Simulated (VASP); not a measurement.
Write the native input for VASP 6.6.1 that does the following.

| Item | Value |
| --- | --- |
| Task | single point |
| Functional | PBE |
| Potentials or basis | VASP PAW PBE potentials, release 64 (Li_sv, H) |
| Cutoff | 520 eV |
| k mesh | 3 × 3 × 3 |
| Occupations | gaussian, width 0.1 eV |
| Spin | no spin polarisation |
| Dipole correction | no |
| Further INCAR settings | LREAL = Auto; ALGO = Normal; EDIFF = 1e-07; NBANDS = 38 |

The structure of Li16H (a cell with a defect) lies in POSCAR:

```
Li16H
1.0
    6.9800000000      0.0000000000      0.0000000000
    0.0000000000      6.9800000000      0.0000000000
    0.0000000000      0.0000000000      6.9800000000
Li H
16 1
Direct
   -0.0033495702      0.0220527221      0.0001032951
    0.5197793696     -0.0173904011      0.0006051576
   -0.0037240688      0.4758111748      0.0002799427
    0.0069777937      0.0071578797      0.4997644699
    0.2538628940      0.2496580229      0.2291684814
    0.5194667622      0.5141297994      0.0006044413
    0.4856537249     -0.0124818052      0.5001899713
    0.7297797994      0.2487770774      0.2671439828
    0.0067669054      0.4910200573      0.4998293696
    0.2423687679      0.7503498567      0.2421663324
    0.2540140401      0.2494810888      0.7719631805
    0.4869500000      0.5110561605      0.5002170487
    0.7644260745      0.7495944126      0.2607464183
    0.7299342407      0.2487648997      0.7345184814
    0.2424628940      0.7502876791      0.7587603152
    0.7637686246      0.7495709169      0.7399414040
    0.1264843840      0.2505419771     -0.0001856734
```

The input as run:

INCAR

```
ALGO = Normal ; EDIFF = 1E-7
ENCUT = 520 ; GGA = PE
ISIF = 2 ; ISMEAR = 0
LASPH = True ; LCHARG = False
LREAL = Auto ; LWAVE = False
NBANDS = 38 ; NELM = 60
PREC = Accurate ; SIGMA = 0.1
```

KPOINTS

```
k-points
0
Gamma
  3 3 3
```

Potentials or basis: VASP PAW PBE potentials, release 64 (Li_sv, H).

The run is started by

```bash
$ cat potpaw_PBE.64/Li_sv/POTCAR potpaw_PBE.64/H/POTCAR > POTCAR
$ mpirun -np 1 vasp_std > vasp.out
```

Results of the run:

| Item | Value |
| --- | --- |
| Largest force | 0.029 eV/Å |

Run time: 6.7 min on 1 thread of Oxide Virtual Turin-like Processor, on a shared host, peak memory 0.38 GiB.
